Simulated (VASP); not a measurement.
# Ta: relaxation of cell and atoms with LDA

Ta:

```
Ta
1.0
     0.00000    2.08252    2.08252
     2.08252    0.00000    2.08252
     2.08252    2.08252    0.00000
Ta
1
Direct
  0.00000 0.00000 0.00000
```

```json
{
 "Program": "VASP 6.6.1",
 "Task": "relaxation of cell and atoms",
 "Functional": "LDA",
 "Potentials or basis": "VASP PAW LDA potentials, release 64 (Ta_pv)",
 "Cutoff": "600 eV",
 "k mesh": "13 × 13 × 13",
 "Occupations": "fermi-dirac, width 0.1 eV",
 "Spin": "no spin polarisation",
 "Dipole correction": "no",
 "Further INCAR settings": "ALGO = Normal; EDIFF = 1e-06; IBRION = 2; EDIFFG = -0.01; NSW = 80; ISIF = 3"
}
```

| Item | Value |
| --- | --- |
| Relaxed volume | 17.83 Å³/atom |
| Relaxed cell | a = 2.932 Å, b = 2.932 Å, c = 2.932 Å, α = 60.00°, β = 60.00°, γ = 60.00° |
| Space group after relaxing (to 0.05 Å) | Fm-3m (No. 225) |
| Energy gained by relaxing | 2.1 meV/atom |
| Ionic steps | 3 |
| Pressure after relaxing | 0.0 GPa |

Step by step:
```csv
step,energy change (eV),largest force (eV/Å),pressure (GPa),volume (Å³)
1,0.0000,0.0000,-2.74,18.06
2,0.0099,0.0000,7.13,17.27
3,-0.0021,0.0000,-0.04,17.83
```

Final structure:
```xyz
1
Lattice="0.0000 2.0733 2.0733 2.0733 0.0000 2.0733 2.0733 2.0733 0.0000" Properties=species:S:1:pos:R:3 pbc="T T T"
Ta    0.0000    0.0000    0.0000
```

Levels at points of the mesh, in eV from the Fermi level:
```
           k point  band 3  band 4  band 5  band 6  band 7  band 8
(0.00, 0.00, 0.00)  -33.25   -8.27    0.37    0.37    0.37    3.55
```

It took 38 s on 1 thread of Intel Xeon 8259CL, on a shared host, peak memory 0.14 GiB.

Caveat: spin-orbit coupling is left out, which moves the levels of the heavy elements.
